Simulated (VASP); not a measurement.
GaAs, 2 atoms in the cell. The structure is cubic, space group F-43m (No. 216). The conventional cell has a = 5.654 Å, b = 5.654 Å, c = 5.654 Å, α = 90.00°, β = 90.00°, γ = 90.00°. Within 3.2 Å of Ga (site symmetry -43m) lie 4 As at 2.45 Å. As (site symmetry -43m) has 4 Ga at 2.45 Å within 3.2 Å. 

| Property | Result |
| --- | --- |
| Program | VASP 6.6.1 |
| Task | single point |
| Functional | LDA |
| Potentials or basis | VASP PAW LDA potentials, release 64 (Ga_d, As) |
| Cutoff | 520 eV |
| k mesh | 6 × 6 × 6 |
| Occupations | gaussian, width 0.01 eV |
| Spin | no spin polarisation |
| Dipole correction | no |
| Further INCAR settings | ALGO = Normal; EDIFF = 1e-07; NBANDS = 16 |

Potentials or basis: VASP PAW LDA potentials, release 64 (Ga_d, As).

Run with:

```console
$ cat potpaw_LDA.64/Ga_d/POTCAR potpaw_LDA.64/As/POTCAR > POTCAR
$ mpirun -np 1 vasp_std > vasp.out
```

Hardware: 1 thread of AMD EPYC 9R45 96-Core Processor (Zen 5), with other jobs on the host.

Task: Estimate the wall time of this run.

Result: Wall time 7.1 s on 1 thread of AMD EPYC 9R45 96-Core Processor (Zen 5), with other jobs on the host, peak memory 0.11 GiB. Counts: scf iterations 13, k points 16.
